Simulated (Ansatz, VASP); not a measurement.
Ga4SbP3: VASP beside Ansatz

File INCAR:

```
SYSTEM = Ga4SbP3
  ALGO = Normal
  EDIFF = 1E-6
  ENCUT = 520
  GGA = PE
  ISIF = 2
  ISMEAR = 0
  LASPH = .TRUE.
  LCHARG = .FALSE.
  LREAL = .FALSE.
  LWAVE = .FALSE.
  NBANDS = 46
  NELM = 100
  PREC = Accurate
  SIGMA = 0.01
```

The input KPOINTS:

```
k-points
0
G
  6 6 2
  0 0 0
```

File POSCAR:

```
Ga4SbP3
1.0
    3.9775119629      0.0000000000      0.0000000000
    0.0000000000      3.9775119629      0.0000000000
    0.0000000000      0.0000000000     11.2409286552
P Ga Sb
3 4 1
Direct
    0.0000000000      0.0000000000      0.2360203192
    0.5000000000      0.5000000000      0.0000000000
    0.0000000000      0.0000000000      0.7639796808
    0.0000000000      0.5000000000      0.1178257239
    0.5000000000      0.0000000000      0.8821742761
    0.0000000000      0.5000000000      0.6461190884
    0.5000000000      0.0000000000      0.3538809116
    0.5000000000      0.5000000000      0.5000000000
```

Input for Ansatz:

```yaml
crystal:
  lattice:
    - [3.9775119629, 0.0, 0.0]
    - [0.0, 3.9775119629, 0.0]
    - [0.0, 0.0, 11.2409286552]
  atoms:
    - { symbol: P, position: [0.0, 0.0, 0.2360203192] }
    - { symbol: Ga, position: [0.0, 0.5, 0.1178257239] }
    - { symbol: P, position: [0.5, 0.5, 0.0] }
    - { symbol: Ga, position: [0.5, 0.0, 0.8821742761] }
    - { symbol: P, position: [0.0, 0.0, 0.7639796808] }
    - { symbol: Ga, position: [0.0, 0.5, 0.6461190884] }
    - { symbol: Sb, position: [0.5, 0.5, 0.5] }
    - { symbol: Ga, position: [0.5, 0.0, 0.3538809116] }
kpoints:
  mp_grid: { grid: [6, 6, 2] }
hamiltonian:
  xc: pbe
scf:
  occupations: { method: fixed }
  n_extra_bands: 6
output:
  forces: true
  stress: true
  eigenvalues: true
```

Alike in both runs: task single point; functional PBE; k mesh 6 × 6 × 2; no spin polarisation.

```csv
,VASP,Ansatz
version,VASP 6.6.1,Ansatz 0.2.0
potentials or method,"VASP PAW PBE potentials, release 64 (P, Ga_d, Sb)","plane waves, PAW"
plane-wave cutoff (eV),520,420
occupations,"gaussian, width 0.01 eV",fixed
valence electrons in the cell,72,82
```

```csv
,VASP,Ansatz,Ansatz less VASP
gap on the k mesh at the Fermi level (eV),0.67,0.68,+0.007
pressure (GPa),2.2,2.2,-0.02
rms of the force components (eV/Å),0.014,0.011,-0.0034
```

VASP's potentials hold 72 valence electrons a cell and Ansatz's 82, so a difference there can come from the potentials and not from the codes.

Neither program's run includes spin-orbit coupling.
